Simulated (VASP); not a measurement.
Set up this calculation in VASP 6.6.1, as the native input.

```
Task                   : single point
Functional             : PBE
Potentials or basis    : VASP PAW PBE potentials, release 64 (Ba_sv)
Cutoff                 : 520 eV
k mesh                 : 14 × 14 × 14
Occupations            : gaussian, width 0.15 eV
Spin                   : no spin polarisation
Dipole correction      : no
Further INCAR settings : ALGO = Fast; EDIFF = 1e-07; NBANDS = 11
```

The structure of Ba lies in POSCAR:

```
Ba
1.0
   -2.4250000000      2.4250000000      2.5375000000
    2.4250000000     -2.4250000000      2.5375000000
    2.4250000000      2.4250000000     -2.5375000000
Ba
1
Direct
    0.0000000000      0.0000000000      0.0000000000
```

This cell differs from its parent crystal: strain -0.030 along x and y, +0.015 along z.

These files were run (other wordings do the same):

INCAR

```
SYSTEM = Ba
PREC = Accurate ; ENCUT = 520
EDIFF = 1E-7 ; ISMEAR = 0
SIGMA = 0.15 ; LREAL = .False.
LASPH = .True. ; NELM = 100
ALGO = Fast ; ISIF = 2
LWAVE = .False. ; LCHARG = .True.
GGA = PE ; LELF = .True.
LVHAR = .True. ; NBANDS = 11
```

KPOINTS

```
Automatic mesh
0
Gamma
  14 14 14
  0 0 0
```

Potentials or basis: VASP PAW PBE potentials, release 64 (Ba_sv).

Command:

```sh
$ cat potpaw_PBE.64/Ba_sv/POTCAR > POTCAR
$ mpirun -np 1 vasp_std > vasp.out
```

It gave:

The pressure is 0.6 GPa and the band gap on the k mesh is zero (bands 5 and 6 overlap by 1.06 eV).

Caveat: the cell differs from its parent crystal (strain -0.030 along x and y, +0.015 along z); spin-orbit coupling is left out, which moves the levels of the heavy elements.

Wall time 48 s on 1 thread of Intel(R) Xeon(R) 6975P-C (Granite Rapids), on a shared host, peak memory 0.29 GiB.
